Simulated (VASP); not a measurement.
# Li7Sb (C2/m) in VASP: further runs

Li7Sb is run at these levels: PBE; tasks: single point, relaxation of cell and atoms.

Program: VASP 6.6.1. These are calculated values, not measurements. Logs are shortened: lines on timing, memory, paths and dates and some standing lists are left out, and cuts for length are marked.

**1. The cell of the first run**

It takes space group C2/m (No. 12, monoclinic). Conventional cell: a = 7.741 Å, b = 11.135 Å, c = 5.473 Å, α = 90.00°, β = 134.22°, γ = 90.00°. Within 3.5 Å of Li (site symmetry -1) lie 8 Li at 2.63 to 3.41 Å and 2 Sb at 3.39 Å. Within 3.5 Å of Li (site symmetry 1) lie 8 Li at 2.63 to 3.43 Å and 1 Sb at 2.69 Å. Within 3.6 Å of Li (site symmetry 2/m) lie 8 Li at 2.74 to 3.41 Å and 2 Sb at 2.77 Å. Sb (site symmetry 2/m) has 10 Li at 2.69 to 3.39 Å within 3.6 Å.

**2. Single point, PBE**

Contents of INCAR:

```
PREC     = Accurate       # precision mode
ENCUT    = 520            # plane-wave cutoff, eV
EDIFF    = 1E-6           # SCF threshold, eV
ISMEAR   = 0              # smearing method
SIGMA    = 0.1            # smearing width, eV
LREAL    = F              # projectors in reciprocal space
LASPH    = T              # aspherical terms in the spheres
NELM     = 100            # most SCF steps
ALGO     = Normal         # electronic algorithm
ISIF     = 2              # what is computed and relaxed
LWAVE    = F              # write WAVECAR
LCHARG   = F              # write CHGCAR
GGA      = PE             # functional
NBANDS   = 23             # bands
```

Contents of KPOINTS:

```
Automatic mesh
0
Gamma
  8 8 10
```

Contents of POSCAR:

```
Li7Sb
1.0
    3.8703364799     -5.5675524345     -0.0423855069
    3.8703364799      5.5675524345     -0.0423855069
   -3.8811883842      0.0000000000      3.9646441440
Li Sb
7 1
Direct
    0.5000000000      0.0000000000      0.0000000000
    0.0000000000      0.5000000000      0.0000000000
    0.4670766262      0.2124441391      0.5762662983
    0.7875558609      0.5329233738      0.4237337017
    0.5329233738      0.7875558609      0.4237337017
    0.2124441391      0.4670766262      0.5762662983
    0.0000000000      0.0000000000      0.5000000000
    0.0000000000      0.0000000000      0.0000000000
```

Potentials or basis: VASP PAW PBE potentials, release 64 (Li_sv, Sb).

The run is started by

```console
$ cat potpaw_PBE.64/Li_sv/POTCAR potpaw_PBE.64/Sb/POTCAR > POTCAR
$ mpirun -np 1 vasp_std > vasp.out
```

OUTCAR:

```text
PREC = Accurate
   ENCUT = 520
   EDIFF = 1E-6
   ISMEAR = 0
   LREAL = F
   LASPH = T
   NELM = 100
   ISIF = 2
   GGA = PE

 ion  position               nearest neighbor table
   1  0.500  0.000  0.000-
   2  0.000  0.500  0.000-
   3  0.467  0.212  0.576-   8 2.69
   4  0.788  0.533  0.424-   8 2.69
   5  0.533  0.788  0.424-   8 2.69
   6  0.212  0.467  0.576-   8 2.69
   7  0.000  0.000  0.500-   8 2.77   8 2.77
   8  0.000  0.000  0.000-   3 2.69   6 2.69   4 2.69   5 2.69   7 2.77   7 2.77

  Warning from LATTYP: Got some problem with cell dimensions!
  Tried to take original basis but could not verify dimensions!
  LATTYP: Found a base centered monoclinic cell.
 ALAT       =     7.7411371255
 B/A-ratio  =     1.4384327120
 C/A-ratio  =     0.7069466949
 COS(beta)  =    -0.6974355464

  Lattice vectors:

 A1 = (  -3.8703364799,   5.5675524345,   0.0423855069)
 A2 = (  -3.8703364799,  -5.5675524345,   0.0423855069)
 A3 = (   3.8594845756,   0.0000000000,   3.8798731302)

Analysis of symmetry for initial positions (statically):
=====================================================================
 Subroutine PRICEL returns:
 Original cell was already a primitive cell.

 Routine SETGRP: Setting up the symmetry group for a
 base centered monoclinic supercell.

 Subroutine GETGRP returns: Found  4 space group operations
 (whereof  4 operations were pure point group operations)
 out of a pool of  4 trial point group operations.

The static configuration has the point symmetry C_2h.

Analysis of symmetry for dynamics (positions and initial velocities):
=====================================================================
 Subroutine PRICEL returns:
 Original cell was already a primitive cell.

 Routine SETGRP: Setting up the symmetry group for a
 base centered monoclinic supercell.

 Subroutine GETGRP returns: Found  4 space group operations
 (whereof  4 operations were pure point group operations)
 out of a pool of  4 trial point group operations.

The dynamic configuration has the point symmetry C_2h.

 Subroutine INISYM returns: Found  4 space group operations
 (whereof  4 operations are pure point group operations),
 and found     1 'primitive' translations

----------------------------------------------------------------------------------------

                                     Primitive cell

  volume of cell :     169.0309

  direct lattice vectors                    reciprocal lattice vectors
     3.870336480 -5.567552434 -0.042385507     0.130587746 -0.089806069  0.127838873
     3.870336480  5.567552434 -0.042385507     0.130587746  0.089806069  0.127838873
    -3.881188384  0.000000000  3.964644144     0.002792194  0.000000000  0.254962865

  length of vectors
     6.780777323  6.780777323  5.548155231     0.203619908  0.203619908  0.254978154

  position of ions in fractional coordinates (direct lattice)
     0.500000000  1.000000000  0.000000000
     1.000000000  0.500000000  0.000000000
     0.467076626  0.212444139  0.576266298
     0.787555861  0.532923374  0.423733702
     0.532923374  0.787555861  0.423733702
     0.212444139  0.467076626  0.576266298
     0.000000000  0.000000000  0.500000000
     0.000000000  0.000000000  0.000000000

  ion indices of the primitive-cell ions
   primitive index   ion index
                 1           1
                 2           2
                 3           3
                 4           4
                 5           5
                 6           6
                 7           7
                 8           8

----------------------------------------------------------------------------------------

 KPOINTS: Automatic mesh

Automatic generation of k-mesh.
 Grid dimensions read from file:
 generate k-points for:    8    8   10

 Generating k-lattice:

  Cartesian coordinates                     Fractional coordinates (reciprocal lattice)
     0.016323468 -0.011225759  0.015979859     0.125000000 -0.000000000  0.000000000
     0.016323468  0.011225759  0.015979859    -0.000000000  0.125000000  0.000000000
     0.000279219  0.000000000  0.025496287     0.000000000  0.000000000  0.100000000

  Length of vectors
     0.025452489  0.025452489  0.025497815

  Shift w.r.t. Gamma in fractional coordinates (k-lattice)
     0.000000000  0.000000000  0.000000000

 Subroutine IBZKPT returns following result:
 ===========================================

 Found    186 irreducible k-points:

 Following reciprocal coordinates:
            Coordinates               Weight
  0.000000  0.000000  0.000000      1.000000
  0.125000 -0.000000  0.000000      4.000000
  0.250000 -0.000000  0.000000      4.000000
  0.375000  0.000000 -0.000000      4.000000
  0.500000 -0.000000  0.000000      2.000000
  0.125000  0.125000  0.000000      2.000000
[... 16 lines left out ...]
  0.125000  0.000000  0.100000      4.000000
  0.250000  0.000000  0.100000      4.000000
 [... further k-points ...]
   k-points           NKPTS =    186   k-points in BZ     NKDIM =    186   number of bands    NBANDS=     23
   number of dos      NEDOS =    301   number of ions     NIONS =      8
   total plane-waves  NPLWV = 105000
   dimension x,y,z NGX =    50 NGY =   50 NGZ =   42
   dimension x,y,z NGXF=   100 NGYF=  100 NGZF=   84
   ions per type =               7   1
   NGX,Y,Z   is equivalent  to a cutoff of  12.26, 12.26, 12.58 a.u.
   NGXF,Y,Z  is equivalent  to a cutoff of  24.52, 24.52, 25.17 a.u.
 SYSTEM =  unknown system
   PREC   = accura    normal or accurate (medium, high low for compatibility)
   ISTART =      0    job   : 0-new  1-cont  2-samecut
   ICHARG =      2    charge: 1-file 2-atom 10-const
   ISPIN  =      1    spin polarized calculation?
   LNONCOLLINEAR =      F non collinear calculations
   LSORBIT =      F    spin-orbit coupling
   LASPH  =      T    aspherical Exc in radial PAW
   ENCUT  =  520.0 eV  38.22 Ry    6.18 a.u.  12.61 12.61 10.32*2*pi/ulx,y,z
   NELM   =    100;   NELMIN=  2; NELMDL= -5     # of ELM steps
   EDIFF  = 0.1E-05   stopping-criterion for ELM
   LREAL  =      F    real-space projection
   EDIFFG = 0.1E-04   stopping-criterion for IOM
   NSW    =      0    number of steps for IOM
   IBRION =     -1    ionic relax: 0-MD 1-quasi-New 2-CG
   NFREE  =      0    steps in history (QN), initial steepest desc. (CG)
   ISIF   =      2    stress and relaxation
   ISYM   =      2    0-nonsym 1-usesym 2-fastsym
   POTIM  = 0.5000    time-step for ionic-motion
   TEBEG  =    0.0;   TEEND  =   0.0 temperature during run
   PSTRESS=    0.0 pullay stress
   NELECT =      26.0000    total number of electrons
   NUPDOWN=      -1.0000    fix difference up-down
   EMIN   =  10.00;   EMAX   =-10.00  energy-range for DOS
   EFERMI =   0.00;   METHOD = LEGACY
   ISMEAR =     0;   SIGMA  =   0.10  broadening in eV -4-tet -1-fermi 0-gaus
   EFERMI_NEDOS =   21; number of points for ismear=-14 and -15
   IALGO  =     38    algorithm
   IMIX   =      4    mixing-type and parameters
     AMIX     =   0.40;   BMIX     =  1.00
     AMIX_MAG =   1.60;   BMIX_MAG =  1.00
  volume/ion in A,a.u.               =      21.13       142.58
  Fermi-wavevector in a.u.,A,eV,Ry     =   0.877157  1.657586 10.468378  0.769404
  Thomas-Fermi vector in A             =   1.997066
   LORBIT       =      0    0 simple, 1 ext, 2 COOP (PROOUT), +10 PAW based schemes
   GGA     = PE    functional components
   LHFCALC =     F    Hartree Fock is set to
   AEXX    =    0.0000 exact exchange contribution
   IVDW    =     0    specifies the selected vdW correction
   LEPSILON=     F    determine dielectric tensor
   LRPA    =     F    only Hartree local field effects (RPA)
 non-spin polarized calculation
 Gauss-broadening in eV      SIGMA  =   0.10
  energy-cutoff  :      520.00
  volume of cell :      169.03
 maximum number of plane-waves:      4586
   NGX = 25   NGY = 25   NGZ = 21

 number of electron      25.9999989 magnetization

 Free energy of the ion-electron system (eV)
  ---------------------------------------------------
  ext. energy  EPLUGINS =         0.00000000
  ---------------------------------------------------
  free energy    TOTEN  =       -18.16566392 eV

  energy without entropy =      -18.14573886  energy(sigma->0) =      -18.15570139

 E-fermi :   1.8119     XC(G=0):  -7.4780

 val. band max:        1.8102279425   @ k =   0.0000   0.0000   0.5000
 cond. band min:       1.8121885300   @ k =  -0.3750   0.3750   0.1000
 fundamental gap:      0.0019605875
 Fermi energy:         1.8119343172

 k-point     1 :       0.0000    0.0000    0.0000
  band No.  band energies     occupation
      1     -44.9819      2.00000
      2     -44.9754      2.00000
      3     -44.9485      2.00000
      4     -44.9467      2.00000
      5     -44.9428      2.00000
      6     -44.9425      2.00000
[... 15 lines left out ...]
     22       7.3233      0.00000
     23       7.5189      0.00000

 k-point     2 :       0.1250   -0.0000    0.0000
  band No.  band energies     occupation
      1     -44.9815      2.00000
      2     -44.9755      2.00000
      3     -44.9498      2.00000
      4     -44.9464      2.00000
      5     -44.9436      2.00000
      6     -44.9412      2.00000
[... 15 lines left out ...]
     22       7.0537      0.00000
     23       7.4338      0.00000

 k-point     3 :       0.2500   -0.0000    0.0000
  band No.  band energies     occupation
      1     -44.9803      2.00000
      2     -44.9757      2.00000
      3     -44.9512      2.00000
      4     -44.9479      2.00000
      5     -44.9426      2.00000
      6     -44.9402      2.00000
[... 15 lines left out ...]
     22       7.2650      0.00000
     23       7.4383      0.00000
[... 495 lines left out ...]
 k-point    23 :       0.1250    0.0000    0.1000
  band No.  band energies     occupation
      1     -44.9805      2.00000
      2     -44.9758      2.00000
      3     -44.9513      2.00000
      4     -44.9463      2.00000
      5     -44.9437      2.00000
      6     -44.9403      2.00000
[... 15 lines left out ...]
     22       6.8574      0.00000
     23       7.9567      0.00000

 k-point    24 :       0.2500    0.0000    0.1000
  band No.  band energies     occupation
      1     -44.9791      2.00000
      2     -44.9763      2.00000
      3     -44.9526      2.00000
      4     -44.9481      2.00000
      5     -44.9424      2.00000
      6     -44.9396      2.00000
[... 15 lines left out ...]
     22       6.7086      0.00000
     23       7.5013      0.00000

 [... further k-points ...]
[... 5 lines left out ...]
  --------------------------------------------------------------------------------------
  -------------------------------------------------------------------------------------
  Total       -0.0758170     -0.0487696      0.0120393      0.0000000      0.0000000     -0.0143254
  in kB       -0.7186396     -0.4622681      0.1141158      0.0000000      0.0000000     -0.1357848
  external PRESSURE =      -0.3555973 kB  Pullay stress =       0.0000000 kB

 VOLUME and BASIS-vectors are now :
 -----------------------------------------------------------------------------
  energy-cutoff  :      520.00
  volume of cell :      169.03
      direct lattice vectors                 reciprocal lattice vectors
     3.870336480 -5.567552434 -0.042385507     0.130587746 -0.089806069  0.127838873
     3.870336480  5.567552434 -0.042385507     0.130587746  0.089806069  0.127838873
    -3.881188384  0.000000000  3.964644144     0.002792194  0.000000000  0.254962865

 POSITION                                       TOTAL-FORCE (eV/Angst)
 -----------------------------------------------------------------------------------
      1.93517     -2.78378     -0.02119        -0.000000     -0.000000      0.000000
      1.93517      2.78378     -0.02119        -0.000000     -0.000000      0.000000
      0.39338     -1.41768      2.25589         0.002711     -0.007039      0.004670
      3.46611     -1.41768      1.62398        -0.002711     -0.007039     -0.004670
      3.46611      1.41768      1.62398        -0.002711      0.007039     -0.004670
      0.39338      1.41768      2.25589         0.002711      0.007039      0.004670
     -1.94059      0.00000      1.98232        -0.000000     -0.000000      0.000000
      0.00000      0.00000      0.00000        -0.000000     -0.000000      0.000000
 -----------------------------------------------------------------------------------
    total drift:                               -0.000000      0.000000      0.000000

  FREE ENERGIE OF THE ION-ELECTRON SYSTEM (eV)
  ---------------------------------------------------
  free  energy   TOTEN  =       -18.1656639239 eV

  energy  without entropy=      -18.1457388610  energy(sigma->0) =      -18.15570139
```

Wall time 12 min (1 thread of Intel Xeon Platinum 8488C (Sapphire Rapids), shared host); peak memory 0.72 GiB.

Results:

```
Free energy            : -18.1657 eV
Largest force          : 0.009 eV/Å
Band gap on the k mesh : zero (band 13 reaches 2.19 eV, above the bottom of band 14 at 1.48 eV)
```

Forces in eV/Å, atoms in the order of the input:
```
Li   0.000  0.000  0.000
Li   0.000  0.000  0.000
Li   0.003 -0.007  0.005
Li  -0.003 -0.007 -0.005
Li  -0.003  0.007 -0.005
Li   0.003  0.007  0.005
Li   0.000  0.000  0.000
Sb   0.000  0.000  0.000
```

Caveat: the cutoff is under 1.25 times the usual one of these potentials, so pressure, stress and relaxed cells hold a basis-set (Pulay) error; spin-orbit coupling is left out, which moves the levels of the heavy elements.

(Continued in part 2 of 3.)
